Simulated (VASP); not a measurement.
Set up this calculation in VASP 6.6.1, as the native input.

```
Task                   : single point
Functional             : PBE
Potentials or basis    : VASP PAW PBE potentials, release 64 (Pt, S)
Cutoff                 : 520 eV
k mesh                 : 12 × 12 × 16
Occupations            : gaussian, width 0.1 eV
Spin                   : no spin polarisation
Dipole correction      : no
Further INCAR settings : ALGO = Normal; EDIFF = 1e-06; NBANDS = 18
```

The structure of PtS2 lies in POSCAR:

```
PtS2
1.0
    2.6016495924     -4.0853463042      0.0000000000
    2.6016495924      4.0853463042      0.0000000000
    0.0000000000      0.0000000000      2.6918655466
Pt S
1 2
Direct
    0.5000000000      0.5000000000      0.5000000000
    0.0000000000      0.5000000000      0.5000000000
    0.5000000000      0.0000000000      0.5000000000
```

The cell was generated, and may not be a known phase.

One way to write it, as run:

INCAR

```
PREC     = Accurate       # precision mode
ENCUT    = 520            # plane-wave cutoff, eV
EDIFF    = 1E-6           # SCF threshold, eV
ISMEAR   = 0              # smearing method
SIGMA    = 0.1            # smearing width, eV
LREAL    = F              # projectors in reciprocal space
LASPH    = T              # aspherical terms in the spheres
NELM     = 60             # most SCF steps
ALGO     = Normal         # electronic algorithm
ISIF     = 2              # what is computed and relaxed
LWAVE    = F              # write WAVECAR
LCHARG   = F              # write CHGCAR
GGA      = PE             # functional
NBANDS   = 18             # bands
```

KPOINTS

```
regular mesh
0
Gamma
  12 12 16
```

Potentials or basis: VASP PAW PBE potentials, release 64 (Pt, S).

Run with:

```sh
$ cat potpaw_PBE.64/Pt/POTCAR potpaw_PBE.64/S/POTCAR > POTCAR
$ mpirun -np 1 vasp_std > vasp.out
```

It gave:

* Pressure: -0.1 GPa
* Band gap on the k mesh: zero (bands 11 and 12 overlap by 3.62 eV)

Caveat: spin-orbit coupling is left out, which moves the levels of the heavy elements.

Wall time 2.8 min on 1 thread of AMD EPYC 9R45 96-Core Processor (Zen 5), on a shared host, peak memory 0.43 GiB.
